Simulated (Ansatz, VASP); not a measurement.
## One calculation of TiSi, two programs

```xyz
8
Lattice="3.3127 0.0000 0.0000 0.0000 6.9723 0.0000 0.0000 0.0000 3.9772" Properties=species:S:1:pos:R:3 pbc="T T T"
Ti    0.0000    3.4861    0.2018
Ti    1.6564    3.4861    2.1904
Ti    1.6564    0.0000    2.1904
Ti    0.0000    0.0000    0.2018
Si    0.0000    5.2292    2.1904
Si    0.0000    1.7431    2.1904
Si    1.6564    1.7431    0.2018
Si    1.6564    5.2292    0.2018
```

Change from the starting cell: strain -0.080 along x and y, -0.040 along z, atoms carried along.

Alike in both runs: task single point; functional PBEsol; k mesh 12 × 6 × 10; occupations gaussian, width 0.15 eV; no spin polarisation.

|  | VASP | Ansatz |
| --- | --- | --- |
| version | VASP 6.6.1 | Ansatz 0.2.0 |
| potentials or method | VASP PAW PBE potentials, release 64 (Ti_sv, Si), cutoff 520 eV | scalar-relativistic, plane waves, PAW |
| valence electrons in the cell | 64 | 64 |

Ansatz gave:

```
gap on the k mesh at the Fermi level (eV)                     : none
pressure (GPa)                                                : 48.7
traceless stress, the component that is largest in VASP (GPa) : -13.15
```

Q: Which values does VASP return?

A: gap on the k mesh at the Fermi level (eV): none; pressure (GPa): 48.6; traceless stress, the component that is largest in VASP (GPa): -13.30.

VASP's potentials were made for PBE, not for PBEsol. A gap of «none» marks a metal or a gap that the smearing closes. Both programs put the cell under a high pressure, so it lies far from rest at this level. The functional is the same, so the differences come from potentials, cutoffs and numerics.
